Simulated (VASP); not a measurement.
A run of VASP 6.6.1 is set up as follows.

Contents of POSCAR:

```
SnO
1.0
    3.8638811754      0.0000000000      0.0000000000
    0.0000000000      3.8638811754      0.0000000000
    0.0000000000      0.0000000000      4.9512221655
Sn O
2 2
Direct
    0.5000000000      0.0000000000      0.7646261400
    0.0000000000      0.5000000000      0.2353738600
    0.0000000000      0.0000000000      0.0000000000
    0.5000000000      0.5000000000      0.0000000000
```

File INCAR.step1:

```
PREC     = Accurate       # precision mode
ENCUT    = 660            # plane-wave cutoff, eV
ISMEAR   = -1             # smearing method
SIGMA    = 0.05           # smearing width, eV
LREAL    = F              # projectors in reciprocal space
LASPH    = T              # aspherical terms in the spheres
NELM     = 120            # most SCF steps
NBANDS   = 28             # bands
GGA      = PE             # functional
ALGO     = Normal         # electronic algorithm
EDIFF    = 1E-5           # SCF threshold, eV
LWAVE    = T              # write WAVECAR
LCHARG   = F              # write CHGCAR
GGA_COMPAT= F
```

File INCAR.step2:

```
PREC     = Accurate       # precision mode
ENCUT    = 660            # plane-wave cutoff, eV
EDIFF    = 1E-6           # SCF threshold, eV
ISMEAR   = -1             # smearing method
SIGMA    = 0.05           # smearing width, eV
LREAL    = F              # projectors in reciprocal space
LASPH    = T              # aspherical terms in the spheres
NELM     = 120            # most SCF steps
ALGO     = Normal         # electronic algorithm
ISIF     = 2              # what is computed and relaxed
LWAVE    = F              # write WAVECAR
LCHARG   = F              # write CHGCAR
METAGGA  = R2SCAN         # meta-GGA
LMIXTAU  = T            
LUSE_VDW = T            
IVDW_NL  = 2            
BPARAM   = 11.95        
CPARAM   = 0.0093       
NBANDS   = 28             # bands
ISTART   = 1            
GGA_COMPAT= F
```

Contents of KPOINTS:

```
regular mesh
0
Gamma
  7 7 6
```

Potentials or basis: VASP PAW PBE potentials, release 64 (Sn_d, O).

Command:

```console
$ cat potpaw_PBE.64/Sn_d/POTCAR potpaw_PBE.64/O/POTCAR > POTCAR
$ cp INCAR.step1 INCAR
$ mpirun -np 1 vasp_std > vasp.out
$ cp INCAR.step2 INCAR
$ mpirun -np 1 vasp_std > vasp.out
```

**Question.** Estimate the largest force.

**Answer.** 0.502 eV/Å.

**Question.** Predict the pressure.

**Answer.** -4.5 GPa.

**Question.** Predict the band gap on the k mesh.

**Answer.** 0.63 eV (least direct gap 2.31 eV).

Stress tensor (GPa, compression positive):
```
-4.82  0.00  0.00
 0.00 -4.82  0.00
 0.00  0.00 -3.81
```

Caveat: the cell stands under tension; the PAW data sets were made with another functional, which shifts forces and pressure a little; spin-orbit coupling is left out, which moves the levels of the heavy elements; an odd mesh through Γ misses points on the zone boundary, where band edges can lie.
